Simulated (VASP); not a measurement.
# PtSe2 (P1) in VASP: single point with r2SCAN

Aim: the single point of PtSe2 with r2SCAN.

Program: VASP 6.6.1. These are calculated values, not measurements. Logs are shortened: lines on timing, memory, paths and dates and some standing lists are left out, and cuts for length are marked.

### Step 1. The cell of the first run

The typed cell holds 3 atoms: a = 3.779 Å, b = 3.736 Å, c = 5.099 Å, α = 89.94°, β = 90.21°, γ = 120.81°.

### Step 2. Single point, r2SCAN

POSCAR reads:

```
PtSe2
1.0
    3.7794370000     -0.0137050000     -0.0068140000
   -1.9015870000      3.2155300000      0.0017850000
   -0.0091960000     -0.0025280000      5.0992010000
Se Pt
2 1
Direct
    0.3456290000      0.6752600000      0.2434360000
    0.6328850000      0.3421270000      0.7557480000
    0.9862330000      0.9920480000      0.0009320000
```

INCAR.step1 reads:

```
SYSTEM = PtSe2
ALGO = Normal
EDIFF = 1E-4
ENCUT = 520
GGA = PE
ISMEAR = -1
LASPH = .True.
LCHARG = .False.
LREAL = .False.
LWAVE = .True.
NBANDS = 18
NELM = 100
PREC = Accurate
SIGMA = 0.1
```

INCAR.step2 reads:

```
SYSTEM = PtSe2
ALGO = Normal
EDIFF = 1E-7
ENCUT = 520
ISIF = 2
ISMEAR = -1
ISTART = 1
LASPH = .True.
LCHARG = .True.
LELF = .True.
LMIXTAU = .True.
LREAL = .False.
LVHAR = .True.
LWAVE = .False.
METAGGA = R2SCAN
NBANDS = 18
NELM = 100
PREC = Accurate
SIGMA = 0.1
```

KPOINTS reads:

```
Automatic mesh
0
Gamma
  6 6 4
  0 0.5 0
```

Potentials or basis: VASP PAW PBE potentials, release 64 (Se, Pt).

The run is started by

```bash
$ cat potpaw_PBE.64/Se/POTCAR potpaw_PBE.64/Pt/POTCAR > POTCAR
$ cp INCAR.step1 INCAR
$ mpirun -np 1 vasp_std > vasp.out
$ cp INCAR.step2 INCAR
$ mpirun -np 1 vasp_std > vasp.out
```

OUTCAR:

```text
SYSTEM = PtSe2
   EDIFF = 1E-7
   ENCUT = 520
   ISIF = 2
   ISMEAR = -1
   ISTART = 1
   LASPH = .True.
   LREAL = .False.
   METAGGA = R2SCAN
   NELM = 100
   PREC = Accurate

 ion  position               nearest neighbor table
   1  0.346  0.675  0.243-   3 2.42   3 2.52   3 2.53
   2  0.633  0.342  0.756-   3 2.43   3 2.45   3 2.61
   3  0.986  0.992  0.001-   1 2.42   2 2.43   2 2.45   1 2.52   1 2.53   2 2.61

  LATTYP: Found a triclinic cell.
 ALAT       =     3.7794679909
 B/A-ratio  =     0.9884271502
 C/A-ratio  =     1.3491872218
 COS(alpha) =     0.0009690772
 COS(beta)  =     0.0036045002
 COS(gamma) =     0.5121449667

  Lattice vectors:

 A1 = (   3.7794370000,  -0.0137050000,  -0.0068140000)
 A2 = (   1.9015870000,  -3.2155300000,  -0.0017850000)
 A3 = (   0.0091960000,   0.0025280000,  -5.0992010000)

Analysis of symmetry for initial positions (statically):
=====================================================================
 Subroutine PRICEL returns:
 Original cell was already a primitive cell.

 Routine SETGRP: Setting up the symmetry group for a
 triclinic supercell.

 Subroutine GETGRP returns: Found  1 space group operations
 (whereof  1 operations were pure point group operations)
 out of a pool of  2 trial point group operations.

The static configuration has the point symmetry C_1 .

Analysis of symmetry for dynamics (positions and initial velocities):
=====================================================================
 Subroutine PRICEL returns:
 Original cell was already a primitive cell.

 Routine SETGRP: Setting up the symmetry group for a
 triclinic supercell.

 Subroutine GETGRP returns: Found  1 space group operations
 (whereof  1 operations were pure point group operations)
 out of a pool of  2 trial point group operations.

The dynamic configuration has the point symmetry C_1 .

 Subroutine INISYM returns: Found  1 space group operations
 (whereof  1 operations are pure point group operations),
 and found     1 'primitive' translations

----------------------------------------------------------------------------------------

                                     Primitive cell

  volume of cell :      61.8369

  direct lattice vectors                    reciprocal lattice vectors
     3.779437000 -0.013705000 -0.006814000     0.265159295  0.156808512  0.000555934
    -1.901587000  3.215530000  0.001785000     0.001130421  0.311659140  0.000156548
    -0.009196000 -0.002528000  5.099201000     0.000353933  0.000100444  0.196109843

  length of vectors
     3.779467991  3.735728776  5.099209919     0.308056277  0.311661229  0.196110188

  position of ions in fractional coordinates (direct lattice)
     0.345629000  0.675260000  0.243436000
     0.632885000  0.342127000  0.755748000
     0.986233000  0.992048000  0.000932000

  ion indices of the primitive-cell ions
   primitive index   ion index
                 1           1
                 2           2
                 3           3

----------------------------------------------------------------------------------------

 KPOINTS: Automatic mesh

Automatic generation of k-mesh.
 Grid dimensions read from file:
 generate k-points for:    6    6    4

 Generating k-lattice:

  Cartesian coordinates                     Fractional coordinates (reciprocal lattice)
     0.044193216  0.026134752  0.000092656     0.166666667  0.000000000  0.000000000
     0.000188404  0.051943190  0.000026091     0.000000000  0.166666667  0.000000000
     0.000088483  0.000025111  0.049027461     0.000000000 -0.000000000  0.250000000

  Length of vectors
     0.051342713  0.051943538  0.049027547

  Shift w.r.t. Gamma in fractional coordinates (k-lattice)
     0.000000000  0.500000000  0.000000000

 Subroutine IBZKPT returns following result:
 ===========================================

 Found     72 irreducible k-points:

 Following reciprocal coordinates:
            Coordinates               Weight
  0.000000  0.083333  0.000000      2.000000
  0.166667  0.083333 -0.000000      2.000000
  0.333333  0.083333  0.000000      2.000000
  0.500000  0.083333 -0.000000      2.000000
 -0.333333  0.083333  0.000000      2.000000
 -0.166667  0.083333  0.000000      2.000000
[... 16 lines left out ...]
 -0.333333  0.083333  0.250000      2.000000
 -0.166667  0.083333  0.250000      2.000000
 [... further k-points ...]
   k-points           NKPTS =     72   k-points in BZ     NKDIM =     72   number of bands    NBANDS=     18
   number of dos      NEDOS =    301   number of ions     NIONS =      3
   total plane-waves  NPLWV =  31360
   dimension x,y,z NGX =    28 NGY =   28 NGZ =   40
   dimension x,y,z NGXF=    56 NGYF=   56 NGZF=   80
   ions per type =               2   1
   NGX,Y,Z   is equivalent  to a cutoff of  12.32, 12.46, 13.04 a.u.
   NGXF,Y,Z  is equivalent  to a cutoff of  24.63, 24.92, 26.08 a.u.
 SYSTEM =  PtSe2
   PREC   = accura    normal or accurate (medium, high low for compatibility)
   ISTART =      1    job   : 0-new  1-cont  2-samecut
   ICHARG =      0    charge: 1-file 2-atom 10-const
   ISPIN  =      1    spin polarized calculation?
   LNONCOLLINEAR =      F non collinear calculations
   LSORBIT =      F    spin-orbit coupling
   LASPH  =      T    aspherical Exc in radial PAW
   ENCUT  =  520.0 eV  38.22 Ry    6.18 a.u.   7.03  6.95  9.48*2*pi/ulx,y,z
   NELM   =    100;   NELMIN=  2; NELMDL=  0     # of ELM steps
   EDIFF  = 0.1E-06   stopping-criterion for ELM
   LREAL  =      F    real-space projection
   EDIFFG = 0.1E-05   stopping-criterion for IOM
   NSW    =      0    number of steps for IOM
   IBRION =     -1    ionic relax: 0-MD 1-quasi-New 2-CG
   NFREE  =      0    steps in history (QN), initial steepest desc. (CG)
   ISIF   =      2    stress and relaxation
   ISYM   =      2    0-nonsym 1-usesym 2-fastsym
   POTIM  = 0.5000    time-step for ionic-motion
   TEBEG  =    0.0;   TEEND  =   0.0 temperature during run
   PSTRESS=    0.0 pullay stress
   NELECT =      22.0000    total number of electrons
   NUPDOWN=      -1.0000    fix difference up-down
   EMIN   =  10.00;   EMAX   =-10.00  energy-range for DOS
   EFERMI =   0.00;   METHOD = LEGACY
   ISMEAR =    -1;   SIGMA  =   0.10  broadening in eV -4-tet -1-fermi 0-gaus
   EFERMI_NEDOS =   21; number of points for ismear=-14 and -15
   IALGO  =     38    algorithm
   IMIX   =      4    mixing-type and parameters
     AMIX     =   0.40;   BMIX     =  1.00
     AMIX_MAG =   1.60;   BMIX_MAG =  1.00
  volume/ion in A,a.u.               =      20.61       139.10
  Fermi-wavevector in a.u.,A,eV,Ry     =   1.160022  2.192125 18.308709  1.345652
  Thomas-Fermi vector in A             =   2.296609
   LORBIT       =      0    0 simple, 1 ext, 2 COOP (PROOUT), +10 PAW based schemes
   METAGGA = R2SCAN    functional components
   LHFCALC =     F    Hartree Fock is set to
   AEXX    =    0.0000 exact exchange contribution
   IVDW    =     0    specifies the selected vdW correction
   LEPSILON=     F    determine dielectric tensor
   LRPA    =     F    only Hartree local field effects (RPA)
 non-spin polarized calculation
  energy-cutoff  :      520.00
  volume of cell :       61.84
 maximum number of plane-waves:      1679
   NGX = 15   NGY = 13   NGZ = 19

 number of electron      21.9999998 magnetization

 Free energy of the ion-electron system (eV)
  ---------------------------------------------------
  ext. energy  EPLUGINS =         0.00000000
  ---------------------------------------------------
  free energy    TOTEN  =       -81.32877731 eV

  energy without entropy =      -81.31249079  energy(sigma->0) =      -81.32063405

 E-fermi :   6.1228     XC(G=0): -11.1507

 val. band max:        6.1048816476   @ k =   0.3333  -0.2500   0.2500
 cond. band min:       6.2526068518   @ k =   0.0000   0.0833   0.0000
 fundamental gap:      0.1477252042
 Fermi energy:         6.1228498905

 k-point     1 :       0.0000    0.0833    0.0000
  band No.  band energies     occupation
      1     -10.1145      2.00000
      2      -7.3063      2.00000
      3      -1.1855      2.00000
      4      -0.7181      2.00000
      5      -0.5691      2.00000
      6       1.7245      2.00000
[... 10 lines left out ...]
     17      14.1526      0.00000
     18      17.1900      0.00000

 k-point     2 :       0.1667    0.0833   -0.0000
  band No.  band energies     occupation
      1      -9.6411      2.00000
      2      -7.5233      2.00000
      3      -0.6040      2.00000
      4      -0.3495      2.00000
      5      -0.1966      2.00000
      6       0.8412      2.00000
[... 10 lines left out ...]
     17      14.8053      0.00000
     18      15.4445      0.00000

 k-point     3 :       0.3333    0.0833    0.0000
  band No.  band energies     occupation
      1      -8.8040      2.00000
      2      -7.8504      2.00000
      3      -1.1141      2.00000
      4       0.0868      2.00000
      5       0.5733      2.00000
      6       0.7020      2.00000
[... 10 lines left out ...]
     17      14.8477      0.00000
     18      15.6636      0.00000

 k-point     4 :       0.5000    0.0833   -0.0000
  band No.  band energies     occupation
      1      -8.4853      2.00000
      2      -7.9960      2.00000
      3      -1.5560      2.00000
      4       0.1298      2.00000
      5       0.7015      2.00000
      6       1.2840      2.00000
[... 375 lines left out ...]
      4      -0.0837      2.00000
      5       0.3484      2.00000
      6       1.4212      2.00000
[... 10 lines left out ...]
     17      16.0900      0.00000
     18      16.2406      0.00000

 k-point    23 :      -0.3333    0.0833    0.2500
  band No.  band energies     occupation
      1      -9.1149      2.00000
      2      -7.8635      2.00000
      3      -0.8532      2.00000
      4      -0.3961      2.00000
      5       0.1213      2.00000
      6       0.7310      2.00000
[... 10 lines left out ...]
     17      14.9995      0.00000
     18      16.8475      0.00000

 k-point    24 :      -0.1667    0.0833    0.2500
  band No.  band energies     occupation
      1      -9.7622      2.00000
      2      -7.7881      2.00000
      3      -0.8052      2.00000
      4      -0.5503      2.00000
      5      -0.1659      2.00000
      6       1.4540      2.00000
[... 10 lines left out ...]
     17      14.5629      0.00000
     18      15.2179      0.00000

 [... further k-points ...]

------------------------ aborting loop because EDIFF is reached ----------------------------------------

  FORCE on cell =-STRESS in cart. coord.  units (eV):
  Direction    XX          YY          ZZ          XY          YZ          ZX
  --------------------------------------------------------------------------------------
  -------------------------------------------------------------------------------------
  Total        1.5684863      2.5662154      2.3796049      1.0734252      0.2978993     -1.8215423
  in kB       40.6390316     66.4899069     61.6548833     27.8121399      7.7184851    -47.1956413
  external PRESSURE =      56.2612739 kB  Pullay stress =       0.0000000 kB

 VOLUME and BASIS-vectors are now :
 -----------------------------------------------------------------------------
  energy-cutoff  :      520.00
  volume of cell :       61.84
      direct lattice vectors                 reciprocal lattice vectors
     3.779437000 -0.013705000 -0.006814000     0.265159295  0.156808512  0.000555934
    -1.901587000  3.215530000  0.001785000     0.001130421  0.311659140  0.000156548
    -0.009196000 -0.002528000  5.099201000     0.000353933  0.000100444  0.196109843

 POSITION                                       TOTAL-FORCE (eV/Angst)
 -----------------------------------------------------------------------------------
      0.01998      2.16597      1.24018        -0.741764     -0.354028      0.740163
      1.73441      1.08954      3.85001         0.891420     -0.488590     -0.715441
      1.84093      3.17644     -0.00020        -0.149656      0.842618     -0.024722
 -----------------------------------------------------------------------------------
    total drift:                               -0.000063      0.000044      0.000006

  FREE ENERGIE OF THE ION-ELECTRON SYSTEM (eV)
  ---------------------------------------------------
  free  energy   TOTEN  =       -81.3287773085 eV

  energy  without entropy=      -81.3124907886  energy(sigma->0) =      -81.32063405
```

Run time: 3 min. Hardware: 1 thread of Intel Xeon Platinum 8488C (Sapphire Rapids), shared host; peak memory 0.23 GiB.

What came out:

```yaml
Free_energy: -81.3288 eV
Pressure: 5.6 GPa
Largest_force: 1.243 eV/Å
Band_gap_on_the_k_mesh: zero (bands 11 and 12 overlap by 0.15 eV)
```

Forces on the atoms (eV/Å):
```
Se  -0.742 -0.354  0.740
Se   0.891 -0.489 -0.715
Pt  -0.150  0.843 -0.025
```

Stress tensor (GPa, compression positive):
```
 4.06  2.78 -4.72
 2.78  6.65  0.77
-4.72  0.77  6.17
```

Levels at points of the mesh, in eV from the Fermi level:
```
           k point  band 8  band 9  band 10  band 11  band 12  band 13  band 14  band 15
(0.00, 0.08, 0.00)   -2.83   -1.58    -1.14     0.13     1.24     1.81     4.64     5.19
```

Caveat: the cell stands under pressure; the PAW data sets were made with another functional, which shifts forces and pressure a little; spin-orbit coupling is left out, which moves the levels of the heavy elements.
